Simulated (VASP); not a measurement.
# BN (F-43m) in VASP: a series of runs, part 4 of 4

VASP 6.6.1. The steps go on from the part before.

## Step 7: Single point, r2SCAN

This run uses another cell than the first one: it holds 4 atoms, not 2.

The input, POSCAR:

```
BN
1.0
    0.0000000000     -1.8048137555     -1.8048137555
    0.0000000000      1.8048137555     -1.8048137555
    3.6096275109      0.0000000000      0.0000000000
B N
2 2
Direct
    0.5000000000      0.5000000000      0.5000000000
    0.0000000000      0.0000000000      0.0000000000
    0.0000000000      0.5000000000      0.2500000000
    0.5000000000      0.0000000000      0.7500000000
```

The input, INCAR.step1:

```
SYSTEM = BN
PREC     = Accurate       ! precision mode
ENCUT    = 910            ! plane-wave cutoff, eV
ISMEAR   = 0              ! smearing method
SIGMA    = 0.05           ! smearing width, eV
LREAL    = .FALSE.        ! projectors in reciprocal space
LASPH    = .TRUE.         ! aspherical terms in the spheres
NELM     = 120            ! most SCF steps
NBANDS   = 16             ! bands
GGA      = PE             ! functional
ALGO     = Normal         ! electronic algorithm
EDIFF    = 1E-5           ! SCF threshold, eV
LWAVE    = .TRUE.         ! write WAVECAR
LCHARG   = .FALSE.        ! write CHGCAR
GGA_COMPAT= .FALSE.
```

The input, INCAR.step2:

```
SYSTEM = BN
PREC     = Accurate       ! precision mode
ENCUT    = 910            ! plane-wave cutoff, eV
EDIFF    = 1E-6           ! SCF threshold, eV
ISMEAR   = 0              ! smearing method
SIGMA    = 0.05           ! smearing width, eV
LREAL    = .FALSE.        ! projectors in reciprocal space
LASPH    = .TRUE.         ! aspherical terms in the spheres
NELM     = 120            ! most SCF steps
ALGO     = Normal         ! electronic algorithm
ISIF     = 2              ! what is computed and relaxed
LWAVE    = .FALSE.        ! write WAVECAR
LCHARG   = .TRUE.         ! write CHGCAR
METAGGA  = R2SCAN         ! meta-GGA
LMIXTAU  = .TRUE.       
LELF     = .TRUE.         ! ELF
LVHAR    = .TRUE.       
NBANDS   = 16             ! bands
ISTART   = 1            
GGA_COMPAT= .FALSE.
```

The input, KPOINTS:

```
regular mesh
0
G
  8 8 6
  0 0 0
```

Potentials or basis: VASP PAW PBE potentials, release 64 (B_h, N_h).

The run is started by

```
$ cat potpaw_PBE.64/B_h/POTCAR potpaw_PBE.64/N_h/POTCAR > POTCAR
$ cp INCAR.step1 INCAR
$ mpirun -np 1 vasp_std > vasp.out
$ cp INCAR.step2 INCAR
$ mpirun -np 1 vasp_std > vasp.out
```

OUTCAR:

```text
SYSTEM = BN
   PREC = Accurate
   ENCUT = 910
   EDIFF = 1E-6
   ISMEAR = 0
   LREAL = .FALSE.
   LASPH = .TRUE.
   NELM = 120
   ISIF = 2
   METAGGA = R2SCAN
   ISTART = 1

 ion  position               nearest neighbor table
   1  0.500  0.500  0.500-
   2  0.000  0.000  0.000-
   3  0.000  0.500  0.250-
   4  0.500  0.000  0.750-

  LATTYP: Found a simple tetragonal cell.
 ALAT       =     2.5523920906
 C/A-ratio  =     1.4142135623

  Lattice vectors:

 A1 = (   0.0000000000,  -1.8048137555,  -1.8048137555)
 A2 = (   0.0000000000,   1.8048137555,  -1.8048137555)
 A3 = (   3.6096275109,   0.0000000000,   0.0000000000)

Analysis of symmetry for initial positions (statically):
=====================================================================
 Subroutine PRICEL returns following result:

  LATTYP: Found a face centered cubic cell.
 ALAT       =     3.6096275109

  Lattice vectors:

 A1 = (  -1.8048137554,   0.0000000000,   1.8048137555)
 A2 = (  -1.8048137555,  -1.8048137555,   0.0000000000)
 A3 = (   0.0000000000,  -1.8048137555,   1.8048137555)

   2 primitive cells build up your supercell.

 Routine SETGRP: Setting up the symmetry group for a
 simple tetragonal supercell.

 Subroutine GETGRP returns: Found  8 space group operations
 (whereof  8 operations were pure point group operations)
 out of a pool of 16 trial point group operations.

The static configuration has the point symmetry D_2d.

Analysis of symmetry for dynamics (positions and initial velocities):
=====================================================================
 Subroutine PRICEL returns following result:

  LATTYP: Found a face centered cubic cell.
 ALAT       =     3.6096275109

  Lattice vectors:

 A1 = (  -1.8048137554,   0.0000000000,   1.8048137555)
 A2 = (  -1.8048137555,  -1.8048137555,   0.0000000000)
 A3 = (   0.0000000000,  -1.8048137555,   1.8048137555)

   2 primitive cells build up your supercell.

 Routine SETGRP: Setting up the symmetry group for a
 simple tetragonal supercell.

 Subroutine GETGRP returns: Found  8 space group operations
 (whereof  8 operations were pure point group operations)
 out of a pool of 16 trial point group operations.

The dynamic configuration has the point symmetry D_2d.

 Subroutine INISYM returns: Found  8 space group operations
 (whereof  8 operations are pure point group operations),
 and found     2 'primitive' translations

----------------------------------------------------------------------------------------

                                     Primitive cell

  volume of cell :      11.7578

  direct lattice vectors                    reciprocal lattice vectors
    -1.804813755  0.000000000  1.804813755    -0.277036896  0.277036896  0.277036896
    -1.804813755 -1.804813755  0.000000000    -0.277036896 -0.277036896 -0.277036896
     0.000000000 -1.804813755  1.804813755     0.277036896 -0.277036896  0.277036896

  length of vectors
     2.552392091  2.552392091  2.552392091     0.479841979  0.479841979  0.479841979

  position of ions in fractional coordinates (direct lattice)
     0.000000000  1.000000000  0.000000000
     0.750000000  0.750000000  0.750000000

[... 29 lines left out ...]
 Found     60 irreducible k-points:

 Following reciprocal coordinates:
            Coordinates               Weight
  0.000000  0.000000  0.000000      1.000000
  0.125000  0.000000  0.000000      4.000000
  0.250000  0.000000  0.000000      4.000000
  0.375000  0.000000  0.000000      4.000000
  0.500000  0.000000  0.000000      2.000000
  0.125000  0.125000  0.000000      4.000000
[... 16 lines left out ...]
  0.375000  0.125000  0.166667     16.000000
  0.500000  0.125000  0.166667      8.000000
 [... further k-points ...]
   k-points           NKPTS =     60   k-points in BZ     NKDIM =     60   number of bands    NBANDS=     16
   number of dos      NEDOS =    301   number of ions     NIONS =      4
   total plane-waves  NPLWV =  28224
   dimension x,y,z NGX =    28 NGY =   28 NGZ =   36
   dimension x,y,z NGXF=    56 NGYF=   56 NGZF=   72
   ions per type =               2   2
   NGX,Y,Z   is equivalent  to a cutoff of  18.24, 18.24, 16.58 a.u.
   NGXF,Y,Z  is equivalent  to a cutoff of  36.47, 36.47, 33.16 a.u.
 SYSTEM =  BN
   PREC   = accura    normal or accurate (medium, high low for compatibility)
   ISTART =      1    job   : 0-new  1-cont  2-samecut
   ICHARG =      0    charge: 1-file 2-atom 10-const
   ISPIN  =      1    spin polarized calculation?
   LNONCOLLINEAR =      F non collinear calculations
   LSORBIT =      F    spin-orbit coupling
   LASPH  =      T    aspherical Exc in radial PAW
   ENCUT  =  910.0 eV  66.88 Ry    8.18 a.u.   6.28  6.28  8.88*2*pi/ulx,y,z
   NELM   =    120;   NELMIN=  2; NELMDL=  0     # of ELM steps
   EDIFF  = 0.1E-05   stopping-criterion for ELM
   LREAL  =      F    real-space projection
   EDIFFG = 0.1E-04   stopping-criterion for IOM
   NSW    =      0    number of steps for IOM
   IBRION =     -1    ionic relax: 0-MD 1-quasi-New 2-CG
   NFREE  =      0    steps in history (QN), initial steepest desc. (CG)
   ISIF   =      2    stress and relaxation
   ISYM   =      2    0-nonsym 1-usesym 2-fastsym
   POTIM  = 0.5000    time-step for ionic-motion
   TEBEG  =    0.0;   TEEND  =   0.0 temperature during run
   PSTRESS=    0.0 pullay stress
   NELECT =      16.0000    total number of electrons
   NUPDOWN=      -1.0000    fix difference up-down
   EMIN   =  10.00;   EMAX   =-10.00  energy-range for DOS
   EFERMI =   0.00;   METHOD = LEGACY
   ISMEAR =     0;   SIGMA  =   0.05  broadening in eV -4-tet -1-fermi 0-gaus
   EFERMI_NEDOS =   21; number of points for ismear=-14 and -15
   IALGO  =     38    algorithm
   IMIX   =      4    mixing-type and parameters
     AMIX     =   0.40;   BMIX     =  1.00
     AMIX_MAG =   1.60;   BMIX_MAG =  1.00
  volume/ion in A,a.u.               =       5.88        39.67
  Fermi-wavevector in a.u.,A,eV,Ry     =   1.439889  2.720996 28.208703  2.073281
  Thomas-Fermi vector in A             =   2.558695
   LORBIT       =      0    0 simple, 1 ext, 2 COOP (PROOUT), +10 PAW based schemes
   METAGGA = R2SCAN    functional components
   LHFCALC =     F    Hartree Fock is set to
   AEXX    =    0.0000 exact exchange contribution
   IVDW    =     0    specifies the selected vdW correction
   LEPSILON=     F    determine dielectric tensor
   LRPA    =     F    only Hartree local field effects (RPA)
 non-spin polarized calculation
 Gauss-broadening in eV      SIGMA  =   0.05
  energy-cutoff  :      910.00
  volume of cell :       23.52
 maximum number of plane-waves:      1508
 NGX is ok and might be reduce to    28

 number of electron      16.0000001 magnetization

 Free energy of the ion-electron system (eV)
  ---------------------------------------------------
  ext. energy  EPLUGINS =         0.00000000
  ---------------------------------------------------
  free energy    TOTEN  =       -38.39937680 eV

  energy without entropy =      -38.39937680  energy(sigma->0) =      -38.39937680

 E-fermi :   9.2093     XC(G=0): -13.7807

 val. band max:        8.9871408391   @ k =   0.0000   0.0000   0.0000
 cond. band min:      13.9842424550   @ k =   0.5000   0.5000   0.0000
 fundamental gap:      4.9971016159
 Fermi energy:         9.2092648040

 k-point     1 :       0.0000    0.0000    0.0000
  band No.  band energies     occupation
      1     -12.3492      2.00000
      2      -6.6084      2.00000
      3      -0.3560      2.00000
      4       3.8763      2.00000
      5       3.8763      2.00000
      6       8.9870      2.00000
[... 433 lines left out ...]
      3       0.0153      2.00000
      4       0.0153      2.00000
      5       4.4154      2.00000
      6       4.4154      2.00000
[... 8 lines left out ...]
     15      24.6290      0.00000
     16      24.6290      0.00000

 [... further k-points ...]

------------------------ aborting loop because EDIFF is reached ----------------------------------------

  FORCE on cell =-STRESS in cart. coord.  units (eV):
  Direction    XX          YY          ZZ          XY          YZ          ZX
  --------------------------------------------------------------------------------------
  -------------------------------------------------------------------------------------
  Total       -0.0818759     -0.0803436     -0.0803436     -0.0000000      0.0000000     -0.0000000
  in kB       -5.5783948     -5.4739959     -5.4739959     -0.0000000      0.0000000     -0.0000000
  external PRESSURE =      -5.5087955 kB  Pullay stress =       0.0000000 kB

 VOLUME and BASIS-vectors are now :
 -----------------------------------------------------------------------------
  energy-cutoff  :      910.00
  volume of cell :       23.52
      direct lattice vectors                 reciprocal lattice vectors
     0.000000000 -1.804813755 -1.804813755     0.000000000 -0.277036896 -0.277036896
     0.000000000  1.804813755 -1.804813755     0.000000000  0.277036896 -0.277036896
     3.609627511  0.000000000  0.000000000     0.277036896  0.000000000  0.000000000

 POSITION                                       TOTAL-FORCE (eV/Angst)
 -----------------------------------------------------------------------------------
      1.80481      0.00000     -1.80481        -0.000000     -0.000000     -0.000000
      0.00000      0.00000      0.00000        -0.000000     -0.000000      0.000000
      0.90241      0.90241     -0.90241         0.000000      0.000000      0.000000
      2.70722     -0.90241     -0.90241        -0.000000      0.000000      0.000000
 -----------------------------------------------------------------------------------
    total drift:                               -0.000000     -0.000000      0.000000

  FREE ENERGIE OF THE ION-ELECTRON SYSTEM (eV)
  ---------------------------------------------------
  free  energy   TOTEN  =       -38.3993767997 eV

  energy  without entropy=      -38.3993767997  energy(sigma->0) =      -38.39937680
```

Wall time 4.2 min (1 thread of AMD EPYC 7R43 (Zen 3), shared host); peak memory 0.15 GiB.

Results:

```
Free energy            : -38.3994 eV
Pressure               : -0.6 GPa
Band gap on the k mesh : 5.00 eV
```

Caveat: the cutoff is under 1.25 times the usual one of these potentials, so pressure, stress and relaxed cells hold a basis-set (Pulay) error; the PAW data sets were made with another functional, which shifts forces and pressure a little. r2SCAN opens gaps a little over a GGA but as a rule still falls short of measured ones.

## Step 8: Overview

```tsv
potentials or basis	cell	k mesh	cutoff (eV)	smearing	second run	gap on the mesh (eV)	pressure (GPa)
VASP PAW PBE potentials, release 64 (B, N)	a = 2.564 Å, angles 60.0°, 2 atoms	8 × 8 × 8	660	gaussian 0.1 eV	-	4.97	-4.0
VASP PAW PBE potentials, release 64 (B_h, N_h)	a = 2.578 Å, angles 60.0°, 2 atoms	12 × 12 × 12	910	gaussian 0.02 eV	hard_potentials	4.96	-11.5
VASP PAW PBE potentials, release 64 (B, N)	a = 2.602 Å, angles 60.0°, 2 atoms	12 × 12 × 12	660	tetrahedron	-	4.91	-19.5
VASP PAW PBE potentials, release 64 (B_h, N_h)	a = 2.527 Å, angles 60.0°, 2 atoms	12 × 12 × 12	910	gaussian 0.02 eV	hard_potentials	5.04	12.0
VASP PAW PBE potentials, release 64 (B_h, N_h)	a = 3.610 Å, 8 atoms	6 × 6 × 6	910	gaussian 0.05 eV	hard_potentials	5.00	-0.6
VASP PAW PBE potentials, release 64 (B_h, N_h)	a = 2.552, b = 2.552, c = 3.610 Å, 4 atoms	8 × 8 × 6	910	gaussian 0.05 eV	hard_potentials	5.00	-0.6
```

Alike in all rows: task single point; level r2SCAN; no spin polarisation.

Caveats: the PAW data sets were made with another functional, which shifts forces and pressure a little; the cutoff is under 1.25 times the usual one of these potentials, so pressure, stress and relaxed cells hold a basis-set (Pulay) error (some runs).

Absolute energies hang on the potentials; compare differences alone.
